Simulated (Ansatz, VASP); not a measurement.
# K: VASP beside Ansatz

The input INCAR:

```
PREC = Accurate
ENCUT = 520
EDIFF = 1E-6
ISMEAR = -1
SIGMA = 0.1
LREAL = False
LASPH = True
NELM = 150
ALGO = Normal
ISIF = 2
LWAVE = False
LCHARG = False
LNONCOLLINEAR = True
MAGMOM = 0 0 0
LORBIT = 11
LSORBIT = True
GGA_COMPAT = False
LORBMOM = True
GGA = PE
NBANDS = 20
```

KPOINTS

```
Automatic mesh
0
Gamma
  8 8 8
```

Contents of POSCAR:

```
K
1.0
    0.0000000000      3.3341509471      3.3341509471
    3.3341509471      0.0000000000      3.3341509471
    3.3341509471      3.3341509471      0.0000000000
K
1
Direct
    0.0000000000      0.0000000000      0.0000000000
```

Input for Ansatz:

```yaml
crystal:
  lattice:
    - [0.0, 3.3341509471, 3.3341509471]
    - [3.3341509471, 0.0, 3.3341509471]
    - [3.3341509471, 3.3341509471, 0.0]
  atoms:
    - { symbol: K, position: [0.0, 0.0, 0.0] }
hamiltonian:
  xc: pbe
  pseudopotentials:
    kind: paw_fr
    azcp:
      K: "pseudopotentials/K.paw.azcp"
basis:
  ecutwfc: 420
  fft_grid_basis: typed
kpoints:
  mp_grid: { grid: [8, 8, 8], shift: [0, 0, 0] }
magnetization:
  noncollinear: true
  spin_orbit: true
scf:
  occupations: { method: fermi_dirac, width: 0.1 }
output:
  write_density: true
  write_potential: true
  elf: true
  volumetric_format: npy
```

Alike in both runs: task single point; functional PBE; k mesh 8 × 8 × 8; occupations fermi-dirac, width 0.1 eV; non-collinear spin, spin-orbit coupling.

|  | VASP | Ansatz |
| --- | --- | --- |
| version | VASP 6.6.1 | Ansatz 0.2.0 |
| potentials or method | VASP PAW PBE potentials, release 64 (K_sv), cutoff 520 eV | plane waves (420 eV) with PAW, fully relativistic with spin-orbit coupling |
| valence electrons in the cell | 9 | 9 |

|  | VASP | Ansatz | Ansatz less VASP |
| --- | --- | --- | --- |
| net moment per atom (μB) | 0.00 | 0.00 | 0.000 |

The functional is the same, so the differences come from potentials, cutoffs and numerics.
